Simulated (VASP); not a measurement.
Wanted: the native input for a VASP 6.6.1 run.

| Quantity | Value |
| --- | --- |
| Task | single point |
| Functional | PBE |
| Potentials or basis | VASP PAW PBE potentials, release 64 (Mn_pv, Ir, S) |
| Cutoff | 520 eV |
| k mesh | 4 × 4 × 4 |
| Occupations | gaussian, width 0.1 eV |
| Spin | collinear spin, ferromagnetic start |
| Starting moments | [4.0, 1.0, 0.0, 0.0, 0.0] μB |
| Dipole correction | no |
| Further INCAR settings | ALGO = Normal; EDIFF = 1e-06; NBANDS = 32 |

The structure of MnIrS3 lies in POSCAR:

```
MnIrS3
1.0
    4.5886983500      0.0000000000      0.0000000000
    0.0000000000      4.5886983500      0.0000000000
    0.0000000000      0.0000000000      4.5886983500
Mn Ir S
1 1 3
Direct
    0.0000000000      0.0000000000      0.0000000000
    0.5000000000      0.5000000000      0.5000000000
    0.5000000000      0.5000000000      0.0000000000
    0.5000000000      0.0000000000      0.5000000000
    0.0000000000      0.5000000000      0.5000000000
```

The cell was built from a structure type or drawn by symmetry, and may not be a known phase.

One way to write it, as run:

INCAR

```
SYSTEM = MnIrS3
PREC     = Accurate       ! precision mode
ENCUT    = 520            ! plane-wave cutoff, eV
EDIFF    = 1E-6           ! SCF threshold, eV
ISMEAR   = 0              ! smearing method
SIGMA    = 0.1            ! smearing width, eV
LREAL    = .False.        ! projectors in reciprocal space
LASPH    = .True.         ! aspherical terms in the spheres
NELM     = 150            ! most SCF steps
ALGO     = Normal         ! electronic algorithm
ISIF     = 2              ! what is computed and relaxed
LWAVE    = .False.        ! write WAVECAR
LCHARG   = .True.         ! write CHGCAR
ISPIN    = 2              ! spin polarisation
MAGMOM   = 4 1 0 0 0      ! initial moments
LORBIT   = 11             ! projections on sites
LMAXMIX  = 4              ! l up to which the mixer works
GGA      = PE             ! functional
LELF     = .True.         ! ELF
LVHAR    = .True.       
NBANDS   = 32             ! bands
```

KPOINTS

```
regular mesh
0
Gamma
  4 4 4
  0 0 0
```

Potentials or basis: VASP PAW PBE potentials, release 64 (Mn_pv, Ir, S).

The run is started by

```sh
$ cat potpaw_PBE.64/Mn_pv/POTCAR potpaw_PBE.64/Ir/POTCAR potpaw_PBE.64/S/POTCAR > POTCAR
$ mpirun -np 1 vasp_std > vasp.out
```

Results of the run:

```json
{
  "Pressure": "5.7 GPa",
  "Net moment": "3.42 μB per cell",
  "Site moments": "Mn +4.42; Ir -0.62; S -0.15 μB",
  "Valence electrons inside the program's atomic spheres": "Mn 11.11; Ir 8.59; S 3.68"
}
```

Caveat: the cell stands under pressure; a cell with one magnetic atom can't hold antiferromagnetic order, which such compounds often take.

It took 2.3 min on 1 thread of Intel Xeon 8259CL, with other jobs on the host, peak memory 0.27 GiB.
